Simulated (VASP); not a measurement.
# TiPdO3 (I4/mcm) in VASP: a series of runs, part 2 of 2

VASP 6.6.1. Earlier steps stand in the parts before.

## Step 3: Relaxation of cell and atoms, PBEsol

This run uses another cell than the first one, of 11.02 Å³/atom.

Input file INCAR:

```
  PREC = Accurate
  ENCUT = 600
  EDIFF = 1E-7
  ISMEAR = -1
  SIGMA = 0.03
  LREAL = F
  LASPH = T
  NELM = 120
  ALGO = Normal
  ISIF = 3
  LWAVE = F
  LCHARG = F
  GGA = PS
  IBRION = 2
  NSW = 100
  EDIFFG = -0.01
  GGA_COMPAT = F
  NELMIN = 4
```

Input file KPOINTS:

```
Automatic mesh
0
Gamma
  6 6 6
```

Input file POSCAR:

```
TiPdO3
1.0
   -2.6868622200      2.6868622200      3.8170746000
    2.6868622200     -2.6868622200      3.8170746000
    2.6868622200      2.6868622200     -3.8170746000
Ti Pd O
2 2 6
Direct
    0.7500000000      0.2500000000      0.5000000000
    0.2500000000      0.7500000000      0.5000000000
    0.0000000000      0.0000000000      0.0000000000
    0.5000000000      0.5000000000      0.0000000000
    0.7709574500      0.2709574500      0.0419149000
    0.2709574500      0.2290425500      0.5000000000
    0.7290425500      0.7709574500      0.5000000000
    0.2290425500      0.7290425500      0.9580851000
    0.7500000000      0.7500000000      0.0000000000
    0.2500000000      0.2500000000      0.0000000000
```

Potentials or basis: VASP PAW PBE potentials, release 64 (Ti_sv, Pd, O).

On the command line:

```bash
cat potpaw_PBE.64/Ti_sv/POTCAR potpaw_PBE.64/Pd/POTCAR potpaw_PBE.64/O/POTCAR > POTCAR
mpirun -np 1 vasp_std > vasp.out
```

OUTCAR:

```text
PREC = Accurate
   ENCUT = 600
   EDIFF = 1E-7
   ISMEAR = -1
   LREAL = F
   LASPH = T
   NELM = 120
   ISIF = 3
   GGA = PS
   IBRION = 2
   NSW = 100
   EDIFFG = -0.01
   NELMIN = 4

 ion  position               nearest neighbor table
   1  0.750  0.250  0.500-
   2  0.250  0.750  0.500-
   3  0.000  0.000  0.000-   6 1.91   7 1.91   8 1.91   5 1.91  10 1.91   9 1.91
   4  0.500  0.500  0.000-   7 1.91   6 1.91   8 1.91   5 1.91  10 1.91   9 1.91
   5  0.771  0.271  0.042-   3 1.91   4 1.91
   6  0.271  0.229  0.500-   4 1.91   3 1.91
   7  0.729  0.771  0.500-   3 1.91   4 1.91
   8  0.229  0.729  0.958-   3 1.91   4 1.91
   9  0.750  0.750  0.000-   3 1.91   4 1.91
  10  0.250  0.250  0.000-   3 1.91   4 1.91

  LATTYP: Found a body centered tetragonal cell.
 ALAT       =     5.3737244400
 C/A-ratio  =     1.4206439659

  Lattice vectors:

 A1 = (  -2.6868622200,   2.6868622200,   3.8170746000)
 A2 = (   2.6868622200,  -2.6868622200,   3.8170746000)
 A3 = (   2.6868622200,   2.6868622200,  -3.8170746000)

Analysis of symmetry for initial positions (statically):
=====================================================================
 Subroutine PRICEL returns:
 Original cell was already a primitive cell.

 Routine SETGRP: Setting up the symmetry group for a
 body centered tetragonal supercell.

 Subroutine GETGRP returns: Found 16 space group operations
 (whereof  8 operations were pure point group operations)
 out of a pool of 16 trial point group operations.

The static configuration has the point symmetry C_4h.
 The point group associated with its full space group is D_4h.

Analysis of symmetry for dynamics (positions and initial velocities):
=====================================================================
 Subroutine PRICEL returns:
 Original cell was already a primitive cell.

 Routine SETGRP: Setting up the symmetry group for a
 body centered tetragonal supercell.

 Subroutine GETGRP returns: Found 16 space group operations
 (whereof  8 operations were pure point group operations)
 out of a pool of 16 trial point group operations.

The dynamic configuration has the point symmetry C_4h.
 The point group associated with its full space group is D_4h.

 Subroutine INISYM returns: Found 16 space group operations
 (whereof  8 operations are pure point group operations),
 and found     1 'primitive' translations

----------------------------------------------------------------------------------------

                                     Primitive cell

  volume of cell :     110.2253

  direct lattice vectors                    reciprocal lattice vectors
    -2.686862220  2.686862220  3.817074600     0.000000000  0.186090673  0.130990366
     2.686862220 -2.686862220  3.817074600     0.186090673  0.000000000  0.130990366
     2.686862220  2.686862220 -3.817074600     0.186090673  0.186090673  0.000000000

  length of vectors
     5.385955410  5.385955410  5.385955410     0.227570241  0.227570241  0.263171954

  position of ions in fractional coordinates (direct lattice)
     0.750000000  0.250000000  0.500000000
     0.250000000  0.750000000  0.500000000
     0.000000000  0.000000000  0.000000000
     0.500000000  0.500000000  0.000000000
     0.770957450  0.270957450  0.041914900
     0.270957450  0.229042550  0.500000000
[... 83 lines left out ...]
   ISPIN  =      1    spin polarized calculation?
   LNONCOLLINEAR =      F non collinear calculations
   LSORBIT =      F    spin-orbit coupling
   LASPH  =      T    aspherical Exc in radial PAW
   ENCUT  =  600.0 eV  44.10 Ry    6.64 a.u.  10.76 10.76 10.76*2*pi/ulx,y,z
   NELM   =    120;   NELMIN=  4; NELMDL= -5     # of ELM steps
   EDIFF  = 0.1E-06   stopping-criterion for ELM
   LREAL  =      F    real-space projection
   EDIFFG = -.1E-01   stopping-criterion for IOM
   NSW    =    100    number of steps for IOM
   IBRION =      2    ionic relax: 0-MD 1-quasi-New 2-CG
   NFREE  =      1    steps in history (QN), initial steepest desc. (CG)
   ISIF   =      3    stress and relaxation
   ISYM   =      2    0-nonsym 1-usesym 2-fastsym
   POTIM  = 0.5000    time-step for ionic-motion
   TEBEG  =    0.0;   TEEND  =   0.0 temperature during run
   PSTRESS=    0.0 pullay stress
   NELECT =      80.0000    total number of electrons
   NUPDOWN=      -1.0000    fix difference up-down
   EMIN   =  10.00;   EMAX   =-10.00  energy-range for DOS
   EFERMI =   0.00;   METHOD = LEGACY
   ISMEAR =    -1;   SIGMA  =   0.03  broadening in eV -4-tet -1-fermi 0-gaus
   EFERMI_NEDOS =   21; number of points for ismear=-14 and -15
   IALGO  =     38    algorithm
   IMIX   =      4    mixing-type and parameters
     AMIX     =   0.40;   BMIX     =  1.00
     AMIX_MAG =   1.60;   BMIX_MAG =  1.00
  volume/ion in A,a.u.               =      11.02        74.38
  Fermi-wavevector in a.u.,A,eV,Ry     =   1.471220  2.780203 29.449659  2.164489
  Thomas-Fermi vector in A             =   2.586382
   LORBIT       =      0    0 simple, 1 ext, 2 COOP (PROOUT), +10 PAW based schemes
   GGA     = PS    functional components
   LHFCALC =     F    Hartree Fock is set to
   AEXX    =    0.0000 exact exchange contribution
   IVDW    =     0    specifies the selected vdW correction
   LEPSILON=     F    determine dielectric tensor
   LRPA    =     F    only Hartree local field effects (RPA)
 conjugate gradient relaxation of ions
 non-spin polarized calculation
  energy-cutoff  :      600.00
  volume of cell :      110.23
 maximum number of plane-waves:      3703
 NGX is ok and might be reduce to    48
   NGX = 21   NGY = 21   NGZ = 21

--------------------------------------- Ionic step        1  -------------------------------------------

 number of electron      79.9999991 magnetization

 Free energy of the ion-electron system (eV)
  ---------------------------------------------------
  ext. energy  EPLUGINS =         0.00000000
  ---------------------------------------------------
  free energy    TOTEN  =       -65.18885803 eV

  energy without entropy =      -65.13422488  energy(sigma->0) =      -65.16154145

------------------------ aborting loop because EDIFF is reached ----------------------------------------

  FORCE on cell =-STRESS in cart. coord.  units (eV):
  Direction    XX          YY          ZZ          XY          YZ          ZX
  --------------------------------------------------------------------------------------
  -------------------------------------------------------------------------------------
  Total        5.0957081      5.0957081      4.8139220      0.0000000      0.0000000      0.0000000
  in kB       74.0685245     74.0685245     69.9726305      0.0000000      0.0000000      0.0000000
  external PRESSURE =      72.7032265 kB  Pullay stress =       0.0000000 kB
[... 113 lines left out ...]
  FREE ENERGIE OF THE ION-ELECTRON SYSTEM (eV)
  ---------------------------------------------------
  free  energy   TOTEN  =       -65.6537941381 eV

  energy  without entropy=      -65.6048760727  energy(sigma->0) =      -65.62933511

[... ionic steps 4 to 16 ...]

--------------------------------------- Ionic step       17  -------------------------------------------

 number of electron      79.9999992 magnetization

------------------------ aborting loop because EDIFF is reached ----------------------------------------
[... 83 lines left out ...]
--------------------------------------- Ionic step       19  -------------------------------------------

 number of electron      79.9999994 magnetization

 Free energy of the ion-electron system (eV)
  ---------------------------------------------------
  ext. energy  EPLUGINS =         0.00000000
  ---------------------------------------------------
  free energy    TOTEN  =       -69.98427156 eV

  energy without entropy =      -69.95307232  energy(sigma->0) =      -69.96867194

 E-fermi :   8.0540     XC(G=0): -12.1893

 val. band max:        8.0533394818   @ k =   0.3333   0.3333   0.1667
 cond. band min:       8.0599132752   @ k =   0.5000   0.5000   0.5000
 fundamental gap:      0.0065737934
 Fermi energy:         8.0540427731

 k-point     1 :       0.0000    0.0000    0.0000
  band No.  band energies     occupation
      1     -50.4368      2.00000
      2     -50.4326      2.00000
      3     -26.7998      2.00000
      4     -26.7542      2.00000
      5     -26.7373      2.00000
      6     -26.7373      2.00000
[... 1213 lines left out ...]
     47       9.0153      0.00000
     48       9.1794      0.00000

 [... further k-points ...]

------------------------ aborting loop because EDIFF is reached ----------------------------------------

  FORCE on cell =-STRESS in cart. coord.  units (eV):
  Direction    XX          YY          ZZ          XY          YZ          ZX
  --------------------------------------------------------------------------------------
  -------------------------------------------------------------------------------------
  Total        0.0415656      0.0415656     -0.0071160      0.0000000     -0.0000000      0.0000000
  in kB        0.6144770      0.6144770     -0.1051977      0.0000000     -0.0000000      0.0000000
  external PRESSURE =       0.3745855 kB  Pullay stress =       0.0000000 kB
[... 25 lines left out ...]
  FREE ENERGIE OF THE ION-ELECTRON SYSTEM (eV)
  ---------------------------------------------------
  free  energy   TOTEN  =       -69.9842715568 eV

  energy  without entropy=      -69.9530723196  energy(sigma->0) =      -69.96867194

 reached required accuracy - stopping structural energy minimisation
```

Run time: 42 min. Hardware: 1 thread of Intel Xeon 6975P-C (Granite Rapids), shared host; peak memory 0.47 GiB.

Results:

```yaml
Free_energy: -69.9843 eV
Relaxed_volume: 10.84 Å³/atom
Relaxed_cell: a = 5.367 Å, b = 5.367 Å, c = 5.367 Å, α = 120.55°, β = 120.55°, γ = 89.05°
Space_group_after_relaxing_to_0.1_Å: I4/mcm (No. 140)
Energy_gained_by_relaxing: 479.5 meV/atom
Ionic_steps: 19
Pressure_after_relaxing: 0.0 GPa
Band_gap_on_the_k_mesh: zero (bands 40 and 41 overlap by 0.48 eV)
```

Forces in eV/Å, atoms in the order of the input:
```
Ti   0.000  0.000  0.000
Ti   0.000  0.000  0.000
Pd   0.000  0.000  0.000
Pd   0.000  0.000  0.000
O   -0.002 -0.002  0.000
O    0.002 -0.002  0.000
O   -0.002  0.002  0.000
O    0.002  0.002  0.000
O    0.000  0.000  0.000
O    0.000  0.000  0.000
```

The path:
| step | energy change (eV) | largest force (eV/Å) | pressure (GPa) | volume (Å³) |
| --- | --- | --- | --- | --- |
| 1 | 0.0000 | 1.4511 | 7.27 | 110.23 |
| 2 | -0.4500 | 1.7541 | -6.85 | 118.40 |
| 3 | -0.4649 | 1.7849 | -9.05 | 119.98 |
| 4 | -0.7850 | 1.9802 | -10.40 | 120.58 |
| 5 | -1.8531 | 2.1712 | -14.62 | 122.41 |
| 6 | -3.3383 | 0.8233 | -21.31 | 126.12 |
| 7 | -3.8895 | 0.3572 | -18.32 | 122.85 |
| 8 | -4.3510 | 0.8996 | -10.92 | 117.23 |
| 9 | -4.5144 | 0.6203 | -8.95 | 115.59 |
| 10 | -4.7264 | 0.2084 | -1.61 | 110.75 |
| 11 | -4.7264 | 0.1861 | -1.83 | 110.88 |
| 12 | -4.7461 | 0.1405 | -1.31 | 110.34 |
| 13 | -4.7833 | 0.0074 | 0.47 | 108.74 |
| 14 | -4.7354 | 0.3334 | 4.99 | 105.52 |
| 15 | -4.7879 | 0.0725 | 1.36 | 108.03 |
| 16 | -4.7945 | 0.0714 | -0.02 | 108.51 |
| 17 | -4.7946 | 0.0714 | -0.22 | 108.58 |
| 18 | -4.7952 | 0.0419 | -0.11 | 108.49 |
| 19 | -4.7954 | 0.0024 | 0.04 | 108.38 |

Final structure:
```cif
data_structure
_symmetry_space_group_name_H-M 'P 1'
_symmetry_Int_Tables_number 1
_cell_length_a 5.3667
_cell_length_b 5.3667
_cell_length_c 5.3667
_cell_angle_alpha 120.547
_cell_angle_beta 120.547
_cell_angle_gamma 89.054
_cell_volume 108.38
loop_
_atom_site_label
_atom_site_type_symbol
_atom_site_fract_x
_atom_site_fract_y
_atom_site_fract_z
_atom_site_occupancy
Ti1 Ti 0.75000 0.25000 0.50000 1
Ti2 Ti 0.25000 0.75000 0.50000 1
Pd1 Pd 0.00000 0.00000 0.00000 1
Pd2 Pd 0.50000 0.50000 0.00000 1
O1 O 0.85173 0.35173 0.20346 1
O2 O 0.35173 0.14827 0.50000 1
O3 O 0.64827 0.85173 0.50000 1
O4 O 0.14827 0.64827 0.79654 1
O5 O 0.75000 0.75000 0.00000 1
O6 O 0.25000 0.25000 0.00000 1
```

Caveat: the PAW data sets were made with another functional, which shifts forces and pressure a little; semilocal functionals often make such compounds metallic where correlation or magnetic order opens a gap, which also shifts bond lengths.
